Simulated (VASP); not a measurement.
# Os (Fm-3m) in VASP: a series of runs

Runs on Os. Level: PBEsol. Tasks: single point.

All numbers are computed with VASP 6.6.1; they aren't measurements. Logs are shortened: lines on timing, memory, paths and dates and some standing lists are left out, and cuts for length are marked.

## (1) The cell of the first run

Symmetry: Fm-3m, No. 225, cubic system. The conventional cell has a = 3.824 Å, b = 3.824 Å, c = 3.824 Å, α = 90.00°, β = 90.00°, γ = 90.00°. Within 3.6 Å of Os (site symmetry m-3m) lie 12 Os at 2.70 Å.

## (2) Single point, PBEsol

File INCAR:

```
  ALGO = Normal
  EDIFF = 1E-6
  ENCUT = 520
  GGA = PS
  ISIF = 2
  ISMEAR = 1
  LASPH = True
  LCHARG = False
  LREAL = False
  LWAVE = False
  NBANDS = 10
  NELM = 80
  PREC = Accurate
  SIGMA = 0.1
```

File KPOINTS:

```
k-points
0
Gamma
  10 10 10
```

File POSCAR:

```
Os
1.0
    0.0000000000      1.9120275285      1.9120275285
    1.9120275285      0.0000000000      1.9120275285
    1.9120275285      1.9120275285      0.0000000000
Os
1
Direct
    0.0000000000      0.0000000000      0.0000000000
```

Potentials or basis: VASP PAW PBE potentials, release 64 (Os).

Started as:

```console
cat potpaw_PBE.64/Os/POTCAR > POTCAR
mpirun -np 1 vasp_std > vasp.out
```

OUTCAR:

```text
EDIFF = 1E-6
   ENCUT = 520
   GGA = PS
   ISIF = 2
   ISMEAR = 1
   LASPH = True
   LREAL = False
   NELM = 80
   PREC = Accurate

 ion  position               nearest neighbor table
   1  0.000  0.000  0.000-

  LATTYP: Found a face centered cubic cell.
 ALAT       =     3.8240550570

  Lattice vectors:

 A1 = (   0.0000000000,   1.9120275285,   1.9120275285)
 A2 = (   1.9120275285,   0.0000000000,   1.9120275285)
 A3 = (   1.9120275285,   1.9120275285,   0.0000000000)

Analysis of symmetry for initial positions (statically):
=====================================================================
 Subroutine PRICEL returns:
 Original cell was already a primitive cell.

 Routine SETGRP: Setting up the symmetry group for a
 face centered cubic supercell.

 Subroutine GETGRP returns: Found 48 space group operations
 (whereof 48 operations were pure point group operations)
 out of a pool of 48 trial point group operations.

The static configuration has the point symmetry O_h .

Analysis of symmetry for dynamics (positions and initial velocities):
=====================================================================
 Subroutine PRICEL returns:
 Original cell was already a primitive cell.

 Routine SETGRP: Setting up the symmetry group for a
 face centered cubic supercell.

 Subroutine GETGRP returns: Found 48 space group operations
 (whereof 48 operations were pure point group operations)
 out of a pool of 48 trial point group operations.

The dynamic configuration has the point symmetry O_h .

 Subroutine INISYM returns: Found 48 space group operations
 (whereof 48 operations are pure point group operations),
 and found     1 'primitive' translations

----------------------------------------------------------------------------------------

                                     Primitive cell

  volume of cell :      13.9802

  direct lattice vectors                    reciprocal lattice vectors
     0.000000000  1.912027528  1.912027528    -0.261502511  0.261502511  0.261502511
     1.912027528  0.000000000  1.912027528     0.261502511 -0.261502511  0.261502511
     1.912027528  1.912027528  0.000000000     0.261502511  0.261502511 -0.261502511

  length of vectors
     2.704015262  2.704015262  2.704015262     0.452935636  0.452935636  0.452935636

  position of ions in fractional coordinates (direct lattice)
     0.000000000  0.000000000  0.000000000

  ion indices of the primitive-cell ions
   primitive index   ion index
                 1           1

----------------------------------------------------------------------------------------

 KPOINTS: k-points

Automatic generation of k-mesh.
 Grid dimensions read from file:
 generate k-points for:   10   10   10

 Generating k-lattice:

  Cartesian coordinates                     Fractional coordinates (reciprocal lattice)
    -0.026150251  0.026150251  0.026150251     0.100000000  0.000000000  0.000000000
     0.026150251 -0.026150251  0.026150251     0.000000000  0.100000000  0.000000000
     0.026150251  0.026150251 -0.026150251     0.000000000  0.000000000  0.100000000

  Length of vectors
     0.045293564  0.045293564  0.045293564

  Shift w.r.t. Gamma in fractional coordinates (k-lattice)
     0.000000000  0.000000000  0.000000000

 Subroutine IBZKPT returns following result:
 ===========================================

 Found     47 irreducible k-points:

 Following reciprocal coordinates:
            Coordinates               Weight
  0.000000  0.000000  0.000000      1.000000
  0.100000  0.000000  0.000000      8.000000
  0.200000  0.000000  0.000000      8.000000
  0.300000  0.000000  0.000000      8.000000
  0.400000  0.000000  0.000000      8.000000
  0.500000  0.000000  0.000000      4.000000
[... 16 lines left out ...]
  0.300000  0.300000  0.000000      6.000000
  0.400000  0.300000  0.000000     24.000000
 [... further k-points ...]
   k-points           NKPTS =     47   k-points in BZ     NKDIM =     47   number of bands    NBANDS=     10
   number of dos      NEDOS =    301   number of ions     NIONS =      1
   total plane-waves  NPLWV =   8000
   dimension x,y,z NGX =    20 NGY =   20 NGZ =   20
   dimension x,y,z NGXF=    40 NGYF=   40 NGZF=   40
   ions per type =               1
   NGX,Y,Z   is equivalent  to a cutoff of  12.30, 12.30, 12.30 a.u.
   NGXF,Y,Z  is equivalent  to a cutoff of  24.59, 24.59, 24.59 a.u.
 SYSTEM =  unknown system
   PREC   = accura    normal or accurate (medium, high low for compatibility)
   ISTART =      0    job   : 0-new  1-cont  2-samecut
   ICHARG =      2    charge: 1-file 2-atom 10-const
   ISPIN  =      1    spin polarized calculation?
   LNONCOLLINEAR =      F non collinear calculations
   LSORBIT =      F    spin-orbit coupling
   LASPH  =      T    aspherical Exc in radial PAW
   ENCUT  =  520.0 eV  38.22 Ry    6.18 a.u.   5.03  5.03  5.03*2*pi/ulx,y,z
   NELM   =     80;   NELMIN=  2; NELMDL= -5     # of ELM steps
   EDIFF  = 0.1E-05   stopping-criterion for ELM
   LREAL  =      F    real-space projection
[... 7 lines left out ...]
   TEBEG  =    0.0;   TEEND  =   0.0 temperature during run
   PSTRESS=    0.0 pullay stress
   NELECT =       8.0000    total number of electrons
   NUPDOWN=      -1.0000    fix difference up-down
   EMIN   =  10.00;   EMAX   =-10.00  energy-range for DOS
   EFERMI =   0.00;   METHOD = LEGACY
   ISMEAR =     1;   SIGMA  =   0.10  broadening in eV -4-tet -1-fermi 0-gaus
   EFERMI_NEDOS =   21; number of points for ismear=-14 and -15
   IALGO  =     38    algorithm
   IMIX   =      4    mixing-type and parameters
     AMIX     =   0.40;   BMIX     =  1.00
     AMIX_MAG =   1.60;   BMIX_MAG =  1.00
  volume/ion in A,a.u.               =      13.98        94.34
  Fermi-wavevector in a.u.,A,eV,Ry     =   1.359150  2.568421 25.133885  1.847288
  Thomas-Fermi vector in A             =   2.485922
   LORBIT       =      0    0 simple, 1 ext, 2 COOP (PROOUT), +10 PAW based schemes
   GGA     = PS    functional components
   LHFCALC =     F    Hartree Fock is set to
   AEXX    =    0.0000 exact exchange contribution
   IVDW    =     0    specifies the selected vdW correction
   LEPSILON=     F    determine dielectric tensor
   LRPA    =     F    only Hartree local field effects (RPA)
 non-spin polarized calculation
 Methfessel and Paxton  Order N= 1 SIGMA  =   0.10
  energy-cutoff  :      520.00
  volume of cell :       13.98
 maximum number of plane-waves:       388
   NGX =  9   NGY =  9   NGZ =  9

 number of electron       8.0000000 magnetization

 Free energy of the ion-electron system (eV)
  ---------------------------------------------------
  ext. energy  EPLUGINS =         0.00000000
  ---------------------------------------------------
  free energy    TOTEN  =       -12.05945343 eV

  energy without entropy =      -12.05797647  energy(sigma->0) =      -12.05896111

 E-fermi :   9.2554     XC(G=0): -14.1538

 val. band max:        9.2481303975   @ k =   0.4000   0.2000   0.1000
 cond. band min:       9.2626075226   @ k =   0.4000   0.3000   0.1000
 fundamental gap:      0.0144771251
 Fermi energy:         9.2553668019

 k-point     1 :       0.0000    0.0000    0.0000
  band No.  band energies     occupation
      1      -1.6887      2.00000
      2       6.1793      2.00000
      3       6.1793      2.00000
      4       6.1793      2.00000
      5       9.2663      0.81562
      6       9.2663      0.81561
      7      23.4478      0.00000
      8      29.2782      0.00000
      9      29.2782      0.00000
     10      29.2782      0.00000

 k-point     2 :       0.1000    0.0000    0.0000
  band No.  band energies     occupation
      1      -1.2271      2.00000
      2       5.9119      2.00000
      3       6.3809      2.00000
      4       6.3809      2.00000
      5       9.1290      2.07048
      6       9.1290      2.07048
      7      24.2911      0.00000
      8      27.3777      0.00000
      9      30.1030      0.00000
     10      30.1030      0.00000

 k-point     3 :       0.2000    0.0000    0.0000
  band No.  band energies     occupation
      1      -0.0363      2.00000
      2       5.4851      2.00000
      3       6.6844      2.00000
      4       6.6844      2.00000
      5       9.1256      2.06943
      6       9.1256      2.06943
      7      24.5216      0.00000
      8      26.4252      0.00000
      9      32.3593      0.00000
     10      32.3593      0.00000

 k-point     4 :       0.3000    0.0000    0.0000
  band No.  band energies     occupation
      1       1.1167      2.00000
      2       5.8817      2.00000
      3       6.5198      2.00000
      4       6.5198      2.00000
      5       9.9470     -0.00000
      6       9.9470     -0.00000
      7      22.2222      0.00000
      8      26.1431      0.00000
      9      33.9625      0.00000
     10      33.9632      0.00000
[... 222 lines left out ...]
 k-point    22 :      -0.2000    0.2000    0.0000
  band No.  band energies     occupation
      1       2.1691      2.00000
      2       4.7697      2.00000
      3       6.0386      2.00000
      4       7.7274      2.00000
      5       8.0973      2.00000
      6      11.9791      0.00000
      7      23.6398      0.00000
      8      27.5485      0.00000
      9      28.3431      0.00000
     10      30.3469      0.00000

 k-point    23 :       0.3000    0.3000    0.0000
  band No.  band energies     occupation
      1       1.9469      2.00000
      2       3.3614      2.00000
      3       7.2230      2.00000
      4       9.3352      0.02086
      5       9.3352      0.02086
      6      10.7396     -0.00000
      7      26.6798      0.00000
      8      26.6798      0.00000
      9      27.9417      0.00000
     10      31.0069      0.00000

 k-point    24 :       0.4000    0.3000    0.0000
  band No.  band energies     occupation
      1       2.2436      2.00000
      2       3.1145      2.00000
      3       7.3397      2.00000
      4       9.5900     -0.00002
      5      11.3243      0.00000
      6      11.5442      0.00000
      7      23.0728      0.00000
      8      25.2488      0.00000
      9      26.6898      0.00000
     10      31.3038      0.00000

 [... further k-points ...]
[... 5 lines left out ...]
  --------------------------------------------------------------------------------------
  -------------------------------------------------------------------------------------
  Total       -0.0114106     -0.0114106     -0.0114106      0.0000000      0.0000000      0.0000000
  in kB       -1.3076937     -1.3076937     -1.3076937      0.0000000      0.0000000      0.0000000
  external PRESSURE =      -1.3076937 kB  Pullay stress =       0.0000000 kB

 VOLUME and BASIS-vectors are now :
 -----------------------------------------------------------------------------
  energy-cutoff  :      520.00
  volume of cell :       13.98
      direct lattice vectors                 reciprocal lattice vectors
     0.000000000  1.912027528  1.912027528    -0.261502511  0.261502511  0.261502511
     1.912027528  0.000000000  1.912027528     0.261502511 -0.261502511  0.261502511
     1.912027528  1.912027528  0.000000000     0.261502511  0.261502511 -0.261502511

 POSITION                                       TOTAL-FORCE (eV/Angst)
 -----------------------------------------------------------------------------------
      0.00000      0.00000      0.00000         0.000000     -0.000000     -0.000000
 -----------------------------------------------------------------------------------
    total drift:                               -0.000000     -0.000000     -0.000000

  FREE ENERGIE OF THE ION-ELECTRON SYSTEM (eV)
  ---------------------------------------------------
  free  energy   TOTEN  =       -12.0594534258 eV

  energy  without entropy=      -12.0579764694  energy(sigma->0) =      -12.05896111
```

Wall time 4.7 s (1 thread of AMD EPYC 9R45 (Zen 5), shared host); peak memory 0.1 GiB.

Results:

```yaml
Free_energy: -12.0595 eV
Pressure: -0.1 GPa
Band_gap_on_the_k_mesh: zero (band 4 reaches 11.66 eV, above the bottom of band 5 at 7.64 eV)
```

Caveat: the PAW data sets were made with another functional, which shifts forces and pressure a little; spin-orbit coupling is left out, which moves the levels of the heavy elements.

(Continued in part 2 of 2.)
